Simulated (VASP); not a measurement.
# Li (R-3m) in VASP: a series of runs, part 3 of 3

VASP 6.6.1. The steps go on from the part before.

### 6 Electric field gradients, LDA (21.91 Å³/atom)

This run uses another cell than the first one, of 21.91 Å³/atom.

File INCAR:

```
SYSTEM = Li
PREC = Accurate
ENCUT = 520
EDIFF = 1E-8
ISMEAR = -1
SIGMA = 0.08
LREAL = .False.
LASPH = .True.
NELM = 60
ALGO = Normal
ISIF = 2
LWAVE = .False.
LCHARG = .False.
LEFG = .True.
NBANDS = 12
```

File KPOINTS:

```
regular mesh
0
Gamma
  12 12 12
  0 0 0
```

File POSCAR:

```
Li
1.0
    1.5709026077      0.9069610434      7.6881575040
   -1.5709026077      0.9069610434      7.6881575040
    0.0000000000     -1.8139220869      7.6881575040
Li
3
Direct
    0.0000000000      0.0000000000      0.0000000000
    0.2220000000      0.2220000000      0.2220000000
    0.7780000000      0.7780000000      0.7780000000
```

Potentials or basis: VASP PAW LDA potentials, release 64 (Li_sv).

On the command line:

```sh
> cat potpaw_LDA.64/Li_sv/POTCAR > POTCAR
> mpirun -np 1 vasp_std > vasp.out
```

OUTCAR:

```text
SYSTEM = Li
   PREC = Accurate
   ENCUT = 520
   EDIFF = 1E-8
   ISMEAR = -1
   LREAL = .False.
   LASPH = .True.
   NELM = 60
   ISIF = 2

 ion  position               nearest neighbor table
   1  0.000  0.000  0.000-
   2  0.222  0.222  0.222-
   3  0.778  0.778  0.778-

  LATTYP: Found a trigonal (rhomboedric) cell.
 ALAT       =     7.8992454794
 COS(alpha) =     0.9209034946

  Lattice vectors:

 A1 = (   1.5709026077,   0.9069610434,   7.6881575040)
 A2 = (  -1.5709026077,   0.9069610434,   7.6881575040)
 A3 = (   0.0000000000,  -1.8139220869,   7.6881575040)

Analysis of symmetry for initial positions (statically):
=====================================================================
 Subroutine PRICEL returns:
 Original cell was already a primitive cell.

 Routine SETGRP: Setting up the symmetry group for a
[... 554 lines left out ...]
    -1.570902608  0.906961043  7.688157504    -0.318288351  0.183763865  0.043356725
     0.000000000 -1.813922087  7.688157504     0.000000000 -0.367527730  0.043356725

 POSITION                                       TOTAL-FORCE (eV/Angst)
 -----------------------------------------------------------------------------------
      0.00000      0.00000      0.00000         0.000000     -0.000000     -0.000000
      0.00000     -0.00000      5.12031         0.000000     -0.000000      0.007659
      0.00000     -0.00000     17.94416         0.000000      0.000000     -0.007659
 -----------------------------------------------------------------------------------
    total drift:                               -0.000000     -0.000000      0.000000

  FREE ENERGIE OF THE ION-ELECTRON SYSTEM (eV)
  ---------------------------------------------------
  free  energy   TOTEN  =        -6.1069721643 eV

  energy  without entropy=       -6.0763776211  energy(sigma->0) =       -6.09167489

 Electric field gradients (V/A^2)
---------------------------------------------------------------------
 ion       V_xx      V_yy      V_zz      V_xy      V_xz      V_yz
---------------------------------------------------------------------
   1      -0.024    -0.024     0.049    -0.000    -0.000     0.000
   2      -0.029    -0.029     0.058     0.000    -0.000     0.000
   3      -0.029    -0.029     0.058    -0.000    -0.000     0.000
---------------------------------------------------------------------

 Electric field gradients after diagonalization (V/A^2)
 (convention: |V_zz| > |V_xx| > |V_yy|)
----------------------------------------------------------------------
 ion       V_xx      V_yy      V_zz     asymmetry (V_yy - V_xx)/ V_zz
----------------------------------------------------------------------
   1      -0.024    -0.024     0.049       0.000
   2      -0.029    -0.029     0.058       0.000
   3      -0.029    -0.029     0.058       0.000
----------------------------------------------------------------------

           NMR quadrupolar parameters

 Cq : quadrupolar parameter    Cq=e*Q*V_zz/h
 eta: asymmetry parameters     (V_yy - V_xx)/ V_zz
 Q  : nuclear electric quadrupole moment in mb (millibarn)
----------------------------------------------------------------------
 ion       Cq(MHz)       eta       Q (mb)
----------------------------------------------------------------------
   1       0.000       0.000       1.000
   2       0.000       0.000       1.000
   3       0.000       0.000       1.000
----------------------------------------------------------------------
```

OSZICAR:

```text
N       E                     dE             d eps       ncg     rms          rms(c)
DAV:   1     0.255883687820E+02    0.25588E+02   -0.35068E+03  4536   0.645E+02
DAV:   2     0.483412619212E-01   -0.25540E+02   -0.24834E+02  5376   0.148E+02
DAV:   3    -0.599962553045E+01   -0.60480E+01   -0.59989E+01  8620   0.381E+01
DAV:   4    -0.610969235987E+01   -0.11007E+00   -0.10999E+00  6128   0.879E+00
DAV:   5    -0.611214686419E+01   -0.24545E-02   -0.24543E-02  7088   0.108E+00    0.467E-01
DAV:   6    -0.610869761419E+01    0.34492E-02   -0.16730E-03  8236   0.196E-01    0.261E-01
DAV:   7    -0.610696018097E+01    0.17374E-02   -0.18745E-03  8768   0.224E-01    0.359E-02
DAV:   8    -0.610696887188E+01   -0.86909E-05   -0.20838E-04  6044   0.115E-01    0.221E-02
DAV:   9    -0.610697216509E+01   -0.32932E-05   -0.20776E-05  7360   0.220E-02    0.192E-03
DAV:  10    -0.610697216427E+01    0.82764E-09   -0.79678E-08  6156   0.194E-03
   1 F= -.61069722E+01 E0= -.60916749E+01  d E =-.305945E-01
```

stdout:

```text
POSCAR found type information on POSCAR Li
 POSCAR found :  1 types and       3 ions
 scaLAPACK will be used
 LDA part: xc-table for (Slater(with rela. corr.)+CA(PZ))
 , standard interpolation
 POSCAR, INCAR and KPOINTS ok, starting setup
 FFT: planning ... GRIDC
 FFT: planning ... GRID_SOFT
 FFT: planning ... GRID
 WAVECAR not read
 entering main loop
ion   1

ion   2

ion   3
```

Run time: 18 min. Hardware: 1 thread of Intel Xeon 8259CL, shared host; peak memory 0.39 GiB.

Results:

```yaml
Free_energy: -6.1070 eV
Largest_force: 0.008 eV/Å
Band_gap_on_the_k_mesh: zero (an odd number of electrons rules out a gap without spin polarisation)
Largest_electric_field_gradient_by_atom: Li +0.05, +0.06 (each value once) V/Å²
```

Forces on the atoms (eV/Å):
```
Li   0.000  0.000  0.000
Li   0.000  0.000  0.008
Li   0.000  0.000 -0.008
```

Caveat: the cutoff is under 1.25 times the usual one of these potentials, so pressure, stress and relaxed cells hold a basis-set (Pulay) error; without QUAD_EFG the Cq values of the log hold for a quadrupole moment of 1 mb, not for the nuclei.

### 7 Summary

```tsv
cell	gap on the mesh (eV)	largest force (eV/Å)
a = 7.797 Å, angles 22.9°, 3 atoms	none	0.01
a = 7.823 Å, angles 22.9°, 3 atoms	none	0.01
a = 7.899 Å, angles 22.9°, 3 atoms	none	0.01
```

Alike in all rows: task electric field gradients; level LDA; potentials or basis VASP PAW LDA potentials, release 64 (Li_sv); no spin polarisation; k mesh 12 × 12 × 12; cutoff (eV) 520; smearing fermi-dirac 0.08 eV.

Caveats: the cutoff is under 1.25 times the usual one of these potentials, so pressure, stress and relaxed cells hold a basis-set (Pulay) error.

Total energies depend on the potentials used, so only differences within one code and one set of settings carry meaning.
